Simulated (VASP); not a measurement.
A run of VASP 6.6.1:

The input INCAR:

```
SYSTEM = LiCl
  PREC = Accurate
  ENCUT = 520
  EDIFF = 1E-8
  ISMEAR = 0
  SIGMA = 0.01
  LREAL = .FALSE.
  LASPH = .TRUE.
  NELM = 80
  ALGO = Normal
  ISIF = 2
  LWAVE = .FALSE.
  LCHARG = .FALSE.
  NBANDS = 18
  IBRION = 8
  NSW = 1
```

File KPOINTS:

```
Automatic mesh
0
G
  6 6 4
  0 0 0
```

File POSCAR:

```
LiCl
1.0
    3.9248822100      0.0000000000      0.0000000000
   -1.9624411000      3.3990477000      0.0000000000
    0.0000000000      0.0000000000      6.3571610000
Li Cl
2 2
Direct
    0.6666666686      0.3333333304      0.8760170004
    0.3333333289      0.6666666696      0.3760170004
    0.6666666686      0.3333333304      0.4989839993
    0.3333333289      0.6666666696      0.9989839993
```

Potentials or basis: VASP PAW LDA potentials, release 64 (Li_sv, Cl).

Launch:

```bash
$ cat potpaw_LDA.64/Li_sv/POTCAR potpaw_LDA.64/Cl/POTCAR > POTCAR
$ mpirun -np 1 vasp_std > vasp.out
```

Hardware: 1 thread of Intel(R) Xeon(R) Platinum 8488C (Sapphire Rapids) (shared host).

**Question.** How long does it take, and how much memory?

**Answer.** Run time: 15 min on 1 thread of Intel(R) Xeon(R) Platinum 8488C (Sapphire Rapids), with other jobs on the host, peak memory 0.39 GiB. Counts: scf iterations 108, k points 21.
